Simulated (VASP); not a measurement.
# Co (P-3m1) in VASP: a series of runs

The runs below take Co through single point, with PBE.

All numbers are computed with VASP 6.6.1; they aren't measurements. Logs are shortened: lines on timing, memory, paths and dates and some standing lists are left out, and cuts for length are marked.

**1. The cell of the first run**

The structure is trigonal, space group P-3m1 (No. 164). The conventional cell has a = 2.487 Å, b = 2.487 Å, c = 4.063 Å, α = 90.00°, β = 90.00°, γ = 120.00°. Within 3.2 Å of Co (site symmetry 3m) lie 12 Co at 2.42 to 2.55 Å.

**2. Single point, PBE**

Input file INCAR:

```
SYSTEM = Co
PREC = Accurate
ENCUT = 520
EDIFF = 1E-7
ISMEAR = -1
SIGMA = 0.05
LREAL = .FALSE.
LASPH = .TRUE.
NELM = 80
ALGO = Normal
ISIF = 2
LWAVE = .FALSE.
LCHARG = .FALSE.
GGA = PE
NBANDS = 16
```

Input file KPOINTS:

```
Automatic mesh
0
G
  12 12 7
  0 0 0
```

Input file POSCAR:

```
Co
1.0
    2.4873648738      0.0000000000      0.0000000000
   -1.2436824369      2.1541211692      0.0000000000
    0.0000000000      0.0000000000      4.0632895034
Co
2
Direct
    0.3333333333      0.6666666667      0.7401390000
    0.6666666667      0.3333333333      0.2598610000
```

Potentials or basis: VASP PAW PBE potentials, release 64 (Co).

On the command line:

```bash
cat potpaw_PBE.64/Co/POTCAR > POTCAR
mpirun -np 1 vasp_std > vasp.out
```

OUTCAR:

```text
SYSTEM = Co
   PREC = Accurate
   ENCUT = 520
   EDIFF = 1E-7
   ISMEAR = -1
   LREAL = .FALSE.
   LASPH = .TRUE.
   NELM = 80
   ISIF = 2
   GGA = PE

 ion  position               nearest neighbor table
   1  0.333  0.667  0.740-   2 2.42   2 2.42   2 2.42   2 2.55   2 2.55   2 2.55
   2  0.667  0.333  0.260-   1 2.42   1 2.42   1 2.42   1 2.55   1 2.55   1 2.55

  LATTYP: Found a hexagonal cell.
 ALAT       =     2.4873648738
 C/A-ratio  =     1.6335719565

  Lattice vectors:

 A1 = (   2.4873648738,   0.0000000000,   0.0000000000)
 A2 = (  -1.2436824369,   2.1541211692,   0.0000000000)
 A3 = (   0.0000000000,   0.0000000000,   4.0632895034)

Analysis of symmetry for initial positions (statically):
=====================================================================
 Subroutine PRICEL returns:
 Original cell was already a primitive cell.

 Routine SETGRP: Setting up the symmetry group for a
 hexagonal supercell.

 Subroutine GETGRP returns: Found 12 space group operations
 (whereof 12 operations were pure point group operations)
 out of a pool of 24 trial point group operations.

The static configuration has the point symmetry D_3d.

Analysis of symmetry for dynamics (positions and initial velocities):
=====================================================================
 Subroutine PRICEL returns:
 Original cell was already a primitive cell.

 Routine SETGRP: Setting up the symmetry group for a
 hexagonal supercell.

 Subroutine GETGRP returns: Found 12 space group operations
 (whereof 12 operations were pure point group operations)
 out of a pool of 24 trial point group operations.

The dynamic configuration has the point symmetry D_3d.

 Subroutine INISYM returns: Found 12 space group operations
 (whereof 12 operations are pure point group operations),
 and found     1 'primitive' translations

----------------------------------------------------------------------------------------

                                     Primitive cell

  volume of cell :      21.7715

  direct lattice vectors                    reciprocal lattice vectors
     2.487364874  0.000000000  0.000000000     0.402031889  0.232113220  0.000000000
    -1.243682437  2.154121169  0.000000000     0.000000000  0.464226439  0.000000000
     0.000000000  0.000000000  4.063289503     0.000000000  0.000000000  0.246106018

  length of vectors
     2.487364874  2.487364874  4.063289503     0.464226439  0.464226439  0.246106018

  position of ions in fractional coordinates (direct lattice)
     0.333333333  0.666666667  0.740139000
     0.666666667  0.333333333  0.259861000

  ion indices of the primitive-cell ions
   primitive index   ion index
                 1           1
                 2           2

----------------------------------------------------------------------------------------

 KPOINTS: Automatic mesh

Automatic generation of k-mesh.
 Grid dimensions read from file:
 generate k-points for:   12   12    7

 Generating k-lattice:

  Cartesian coordinates                     Fractional coordinates (reciprocal lattice)
     0.033502657  0.019342768  0.000000000     0.083333333  0.000000000  0.000000000
     0.000000000  0.038685537  0.000000000     0.000000000  0.083333333  0.000000000
     0.000000000  0.000000000  0.035158003     0.000000000  0.000000000  0.142857143

  Length of vectors
     0.038685537  0.038685537  0.035158003

  Shift w.r.t. Gamma in fractional coordinates (k-lattice)
     0.000000000  0.000000000  0.000000000

 Subroutine IBZKPT returns following result:
 ===========================================

 Found    112 irreducible k-points:

 Following reciprocal coordinates:
            Coordinates               Weight
  0.000000  0.000000  0.000000      1.000000
  0.083333  0.000000  0.000000      6.000000
  0.166667  0.000000  0.000000      6.000000
  0.250000  0.000000  0.000000      6.000000
  0.333333  0.000000  0.000000      6.000000
  0.416667  0.000000  0.000000      6.000000
[... 16 lines left out ...]
  0.166667  0.000000  0.142857      6.000000
  0.000000  0.166667  0.142857      6.000000
 [... further k-points ...]
   k-points           NKPTS =    112   k-points in BZ     NKDIM =    112   number of bands    NBANDS=     16
   number of dos      NEDOS =    301   number of ions     NIONS =      2
   total plane-waves  NPLWV =   9720
   dimension x,y,z NGX =    18 NGY =   18 NGZ =   30
   dimension x,y,z NGXF=    36 NGYF=   36 NGZF=   60
   ions per type =               2
   NGX,Y,Z   is equivalent  to a cutoff of  12.03, 12.03, 12.27 a.u.
   NGXF,Y,Z  is equivalent  to a cutoff of  24.06, 24.06, 24.55 a.u.
 SYSTEM =  Co
   PREC   = accura    normal or accurate (medium, high low for compatibility)
   ISTART =      0    job   : 0-new  1-cont  2-samecut
   ICHARG =      2    charge: 1-file 2-atom 10-const
   ISPIN  =      1    spin polarized calculation?
   LNONCOLLINEAR =      F non collinear calculations
   LSORBIT =      F    spin-orbit coupling
   LASPH  =      T    aspherical Exc in radial PAW
   ENCUT  =  520.0 eV  38.22 Ry    6.18 a.u.   4.62  4.62  7.56*2*pi/ulx,y,z
   NELM   =     80;   NELMIN=  2; NELMDL= -5     # of ELM steps
   EDIFF  = 0.1E-06   stopping-criterion for ELM
   LREAL  =      F    real-space projection
   EDIFFG = 0.1E-05   stopping-criterion for IOM
   NSW    =      0    number of steps for IOM
   IBRION =     -1    ionic relax: 0-MD 1-quasi-New 2-CG
   NFREE  =      0    steps in history (QN), initial steepest desc. (CG)
   ISIF   =      2    stress and relaxation
   ISYM   =      2    0-nonsym 1-usesym 2-fastsym
   POTIM  = 0.5000    time-step for ionic-motion
   TEBEG  =    0.0;   TEEND  =   0.0 temperature during run
   PSTRESS=    0.0 pullay stress
   NELECT =      18.0000    total number of electrons
   NUPDOWN=      -1.0000    fix difference up-down
   EMIN   =  10.00;   EMAX   =-10.00  energy-range for DOS
   EFERMI =   0.00;   METHOD = LEGACY
   ISMEAR =    -1;   SIGMA  =   0.05  broadening in eV -4-tet -1-fermi 0-gaus
   EFERMI_NEDOS =   21; number of points for ismear=-14 and -15
   IALGO  =     38    algorithm
   IMIX   =      4    mixing-type and parameters
     AMIX     =   0.40;   BMIX     =  1.00
     AMIX_MAG =   1.60;   BMIX_MAG =  1.00
  volume/ion in A,a.u.               =      10.89        73.46
  Fermi-wavevector in a.u.,A,eV,Ry     =   1.536514  2.903591 32.121660  2.360875
  Thomas-Fermi vector in A             =   2.643152
   LORBIT       =      0    0 simple, 1 ext, 2 COOP (PROOUT), +10 PAW based schemes
   GGA     = PE    functional components
   LHFCALC =     F    Hartree Fock is set to
   AEXX    =    0.0000 exact exchange contribution
   IVDW    =     0    specifies the selected vdW correction
   LEPSILON=     F    determine dielectric tensor
   LRPA    =     F    only Hartree local field effects (RPA)
 non-spin polarized calculation
  energy-cutoff  :      520.00
  volume of cell :       21.77
 maximum number of plane-waves:       600
   NGX =  9   NGY =  9   NGZ = 15

 number of electron      17.9999996 magnetization

 Free energy of the ion-electron system (eV)
  ---------------------------------------------------
  ext. energy  EPLUGINS =         0.00000000
  ---------------------------------------------------
  free energy    TOTEN  =       -13.58990571 eV

  energy without entropy =      -13.54078680  energy(sigma->0) =      -13.56534626

 E-fermi :  10.1085     XC(G=0): -13.3976

 val. band max:       10.1020350120   @ k =   0.3333   0.3333   0.1429
 cond. band min:      10.1145189615   @ k =   0.2500   0.1667   0.0000
 fundamental gap:      0.0124839495
 Fermi energy:        10.1084875684

 k-point     1 :       0.0000    0.0000    0.0000
  band No.  band energies     occupation
      1       1.3072      2.00000
      2       5.4952      2.00000
      3       8.2634      2.00000
      4       8.3453      2.00000
      5       8.3453      2.00000
      6       8.6406      2.00000
[... 8 lines left out ...]
     15      35.0632      0.00000
     16      35.1321      0.00000

 k-point     2 :       0.0833    0.0000    0.0000
  band No.  band energies     occupation
      1       1.5519      2.00000
      2       5.6523      2.00000
      3       8.0667      2.00000
      4       8.4630      2.00000
      5       8.4933      2.00000
      6       8.5783      2.00000
[... 8 lines left out ...]
     15      32.7763      0.00000
     16      32.9130      0.00000

 k-point     3 :       0.1667    0.0000    0.0000
  band No.  band energies     occupation
      1       2.2618      2.00000
      2       6.0479      2.00000
      3       7.7380      2.00000
      4       7.9857      2.00000
      5       8.3958      2.00000
      6       8.7497      2.00000
[... 8 lines left out ...]
     15      30.5027      0.00000
     16      31.8161      0.00000

 k-point     4 :       0.2500    0.0000    0.0000
  band No.  band energies     occupation
      1       3.3481      2.00000
      2       6.3960      2.00000
      3       7.1895      2.00000
      4       7.6022      2.00000
      5       8.2708      2.00000
      6       8.5835      2.00000
[... 8 lines left out ...]
     15      28.4059      0.00000
     16      30.2405      0.00000

 k-point     5 :       0.3333    0.0000    0.0000
  band No.  band energies     occupation
      1       4.5885      2.00000
      2       6.3617      2.00000
      3       6.6971      2.00000
      4       7.6119      2.00000
      5       8.3887      2.00000
      6       8.3917      2.00000
[... 8 lines left out ...]
     15      26.7343      0.00000
     16      27.2049      0.00000

 k-point     6 :       0.4167    0.0000    0.0000
  band No.  band energies     occupation
      1       5.5310      2.00000
      2       6.1564      2.00000
      3       6.4021      2.00000
      4       7.8557      2.00000
      5       8.2581      2.00000
      6       8.3983      2.00000
[... 8 lines left out ...]
     15      24.5456      0.00000
     16      25.6291      0.00000

 k-point     7 :       0.5000    0.0000    0.0000
  band No.  band energies     occupation
      1       5.8949      2.00000
      2       5.9912      2.00000
      3       6.3042      2.00000
      4       8.0753      2.00000
      5       8.2106      2.00000
      6       8.3447      2.00000
[... 8 lines left out ...]
     15      22.9570      0.00000
     16      24.3818      0.00000

 k-point     8 :       0.0833    0.0833    0.0000
  band No.  band energies     occupation
      1       2.0299      2.00000
      2       5.9339      2.00000
      3       7.8274      2.00000
      4       8.2087      2.00000
      5       8.4520      2.00000
      6       8.6507      2.00000
[... 8 lines left out ...]
     15      29.2229      0.00000
     16      34.3460      0.00000

 k-point     9 :       0.1667    0.0833    0.0000
  band No.  band energies     occupation
      1       2.9347      2.00000
      2       6.3486      2.00000
      3       7.4120      2.00000
      4       7.6178      2.00000
      5       8.2985      2.00000
      6       8.5747      2.00000
[... 8 lines left out ...]
     15      27.1511      0.00000
     16      31.9166      0.00000
[... 172 lines left out ...]
 k-point    19 :       0.3333    0.3333    0.0000
  band No.  band energies     occupation
      1       6.4898      2.00000
      2       6.8036      2.00000
      3       6.8036      2.00000
      4       7.0774      2.00000
      5       8.0265      2.00000
      6       8.0265      2.00000
[... 8 lines left out ...]
     15      23.3690      0.00000
     16      23.3690      0.00000

 k-point    20 :       0.0000    0.0000    0.1429
  band No.  band energies     occupation
      1       1.5091      2.00000
      2       5.4056      2.00000
      3       8.1980      2.00000
      4       8.2988      2.00000
      5       8.2988      2.00000
      6       8.5958      2.00000
[... 8 lines left out ...]
     15      33.7596      0.00000
     16      34.8555      0.00000

 k-point    21 :       0.0833    0.0000    0.1429
  band No.  band energies     occupation
      1       1.7509      2.00000
      2       5.5733      2.00000
      3       8.0541      2.00000
      4       8.3047      2.00000
      5       8.3961      2.00000
      6       8.4401      2.00000
[... 8 lines left out ...]
     15      32.7096      0.00000
     16      33.1085      0.00000

 k-point    22 :       0.0000    0.0833    0.1429
  band No.  band energies     occupation
      1       1.7509      2.00000
      2       5.5741      2.00000
      3       8.0548      2.00000
      4       8.3235      2.00000
      5       8.4121      2.00000
      6       8.4694      2.00000
[... 8 lines left out ...]
     15      32.6758      0.00000
     16      33.1038      0.00000

 k-point    23 :       0.1667    0.0000    0.1429
  band No.  band energies     occupation
      1       2.4503      2.00000
      2       6.0004      2.00000
      3       7.6126      2.00000
      4       7.8654      2.00000
      5       8.4065      2.00000
      6       8.6167      2.00000
[... 8 lines left out ...]
     15      30.7360      0.00000
     16      31.4572      0.00000

 k-point    24 :       0.0000    0.1667    0.1429
  band No.  band energies     occupation
      1       2.4502      2.00000
      2       6.0084      2.00000
      3       7.7067      2.00000
      4       7.8616      2.00000
      5       8.2708      2.00000
      6       8.6485      2.00000
[... 8 lines left out ...]
     15      30.7320      0.00000
     16      31.3485      0.00000

 [... further k-points ...]
[... 5 lines left out ...]
  --------------------------------------------------------------------------------------
  -------------------------------------------------------------------------------------
  Total       -1.4346010     -1.4346010     -1.7552058      0.0000000      0.0000000      0.0000000
  in kB     -105.5733537   -105.5733537   -129.1668963      0.0000000      0.0000000      0.0000000
  external PRESSURE =    -113.4378679 kB  Pullay stress =       0.0000000 kB

 VOLUME and BASIS-vectors are now :
 -----------------------------------------------------------------------------
  energy-cutoff  :      520.00
  volume of cell :       21.77
      direct lattice vectors                 reciprocal lattice vectors
     2.487364874  0.000000000  0.000000000     0.402031889  0.232113220  0.000000000
    -1.243682437  2.154121169  0.000000000     0.000000000  0.464226439  0.000000000
     0.000000000  0.000000000  4.063289503     0.000000000  0.000000000  0.246106018

 POSITION                                       TOTAL-FORCE (eV/Angst)
 -----------------------------------------------------------------------------------
     -0.00000      1.43608      3.00740        -0.000000      0.000000      0.585791
      1.24368      0.71804      1.05589         0.000000     -0.000000     -0.585791
 -----------------------------------------------------------------------------------
    total drift:                                0.000000     -0.000000     -0.000000

  FREE ENERGIE OF THE ION-ELECTRON SYSTEM (eV)
  ---------------------------------------------------
  free  energy   TOTEN  =       -13.5899057141 eV

  energy  without entropy=      -13.5407867993  energy(sigma->0) =      -13.56534626
```

It took 67 s on 1 thread of AMD EPYC, shared host; peak memory 0.12 GiB.

Results:

```
Free energy            : -13.5899 eV
Pressure               : -11.3 GPa
Largest force          : 0.586 eV/Å
Band gap on the k mesh : zero (band 9 reaches 10.42 eV, above the bottom of band 10 at 9.12 eV)
```

Forces on the atoms (eV/Å):
```
Co   0.000  0.000  0.586
Co   0.000  0.000 -0.586
```

Caveat: the run has no spin polarisation, though such a crystal can be magnetic. Spin polarisation is off, so any magnetic state and its effect on volume and gap are missing.

**3. Single point, PBE, collinear spin, antiferromagnetic start**

Input file INCAR:

```
ALGO = Normal ; EDIFF = 1E-7
ENCUT = 520 ; GGA = PE
ISIF = 2 ; ISMEAR = -1
ISPIN = 2 ; LASPH = True
LCHARG = True ; LELF = True
LMAXMIX = 4 ; LORBIT = 11
LREAL = False ; LVHAR = True
LWAVE = False ; MAGMOM = 2 -2
NBANDS = 20 ; NELM = 150
PREC = Accurate ; SIGMA = 0.05
```

Input file KPOINTS:

```
k-points
0
Gamma
  12 12 7
```

POSCAR is that of step 2.

Potentials or basis: VASP PAW PBE potentials, release 64 (Co).

On the command line:

```bash
cat potpaw_PBE.64/Co/POTCAR > POTCAR
mpirun -np 1 vasp_std > vasp.out
```

Run time: 3.5 min. Hardware: 1 thread of AMD EPYC, shared host; peak memory 0.15 GiB.

The run converged. Its results:

- Free energy: -13.6036 eV
- Pressure: -6.5 GPa
- Largest force: 0.602 eV/Å
- Band gap on the k mesh: zero (filled and empty bands overlap)
- Net moment: 0.00 μB per cell
- Site moments: Co +0.96, -0.96 μB
- Valence electrons inside the program's atomic spheres: Co 8.27

Forces in eV/Å, atoms in the order of the input:
```
Co   0.000  0.000  0.602
Co   0.000  0.000 -0.602
```

Stress tensor (GPa, compression positive):
```
-6.53  0.00  0.00
 0.00 -6.53  0.00
 0.00  0.00 -6.38
```

Levels at points of the mesh, in eV from the Fermi level:
Spin up:
```tsv
k point	band 5	band 6	band 7	band 8	band 9	band 10	band 11	band 12	band 13	band 14
(0.00, 0.00, 0.00)	-1.91	-1.38	-1.38	-1.05	-1.05	-0.19	0.24	0.24	6.61	21.95
(0.50, 0.00, 0.00)	-2.09	-1.77	-1.40	-0.24	0.36	0.86	1.81	3.81	9.62	10.62
```
Spin down:
```csv
k point,band 7,band 8,band 9,band 10,band 11,band 12
"(0.00, 0.00, 0.00)",-1.38,-1.05,-1.05,-0.19,0.24,0.24
"(0.50, 0.00, 0.00)",-1.40,-0.24,0.36,0.86,1.81,3.81
```

**4. Single point, PBE, collinear spin, ferrimagnetic start**

Input file INCAR:

```
SYSTEM = Co
PREC = Accurate
ENCUT = 520
EDIFF = 1E-6
ISMEAR = -1
SIGMA = 0.05
LREAL = .False.
LASPH = .True.
NELM = 150
ALGO = Fast
ISIF = 2
LWAVE = .False.
LCHARG = .False.
ISPIN = 2
MAGMOM = 2 -1
LORBIT = 11
LMAXMIX = 4
GGA = PE
NBANDS = 20
```

Input file KPOINTS:

```
Automatic mesh
0
Gamma
  12 12 7
  0 0 0
```

POSCAR is that of step 3.

On the command line:

```bash
cat potpaw_PBE.64/Co/POTCAR > POTCAR
mpirun -np 1 vasp_std > vasp.out
```

Wall time 4.6 min (1 thread of AMD EPYC, shared host); peak memory 0.15 GiB.

The run converged. Its results:

```yaml
Free_energy: -13.6036 eV
Pressure: -6.5 GPa
Largest_force: 0.602 eV/Å
Band_gap_on_the_k_mesh: zero (filled and empty bands overlap)
Net_moment: 0.00 μB per cell
Site_moments: Co +0.96, -0.96 μB
Valence_electrons_inside_the_program's_atomic_spheres: Co 8.27
```

Forces in eV/Å, atoms in the order of the input:
```
Co   0.000  0.000  0.602
Co   0.000  0.000 -0.602
```

Stress tensor (GPa, compression positive):
```
-6.54  0.00  0.00
 0.00 -6.54  0.00
 0.00  0.00 -6.39
```

Levels at points of the mesh, in eV from the Fermi level:
Spin up:
| k point | band 6 | band 7 | band 8 | band 9 | band 10 | band 11 | band 12 | band 13 |
| --- | --- | --- | --- | --- | --- | --- | --- | --- |
| (0.00, 0.00, 0.00) | -1.38 | -1.38 | -1.05 | -1.05 | -0.19 | 0.24 | 0.24 | 6.61 |
| (0.50, 0.00, 0.00) | -1.77 | -1.40 | -0.24 | 0.36 | 0.86 | 1.81 | 3.81 | 9.62 |
Spin down:
```
           k point  band 7  band 8  band 9  band 10  band 11  band 12
(0.00, 0.00, 0.00)   -1.38   -1.05   -1.05    -0.19     0.24     0.24
(0.50, 0.00, 0.00)   -1.40   -0.24    0.36     0.86     1.81     3.81
```

[end of part 1 of 2]
